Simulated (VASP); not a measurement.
A run of VASP 6.6.1:

Contents of INCAR:

```
PREC     = Accurate       # precision mode
ENCUT    = 520            # plane-wave cutoff, eV
EDIFF    = 1E-6           # SCF threshold, eV
ISMEAR   = 0              # smearing method
SIGMA    = 0.15           # smearing width, eV
LREAL    = False          # projectors in reciprocal space
LASPH    = True           # aspherical terms in the spheres
NELM     = 100            # most SCF steps
ALGO     = Normal         # electronic algorithm
ISIF     = 2              # what is computed and relaxed
LWAVE    = False          # write WAVECAR
LCHARG   = True           # write CHGCAR
GGA      = PS             # functional
LELF     = True           # ELF
LVHAR    = True         
NBANDS   = 12             # bands
```

File KPOINTS:

```
Automatic mesh
0
Gamma
  20 20 20
```

File POSCAR:

```
Ti
1.0
   -1.7066400000      1.7066400000      1.7066400000
    1.7066400000     -1.7066400000      1.7066400000
    1.7066400000      1.7066400000     -1.7066400000
Ti
1
Direct
    0.0000000000      0.0000000000      0.0000000000
```

Potentials or basis: VASP PAW PBE potentials, release 64 (Ti_sv).

The run is started by

```bash
$ cat potpaw_PBE.64/Ti_sv/POTCAR > POTCAR
$ mpirun -np 1 vasp_std > vasp.out
```

Hardware: 1 thread of Intel(R) Xeon(R) 6975P-C (Granite Rapids), on a shared host.

Task: How long does it take, and how much memory?

Result: Wall time 19 s on 1 thread of Intel(R) Xeon(R) 6975P-C (Granite Rapids) (shared host), peak memory 0.17 GiB. Counts: scf iterations 12, k points 256.
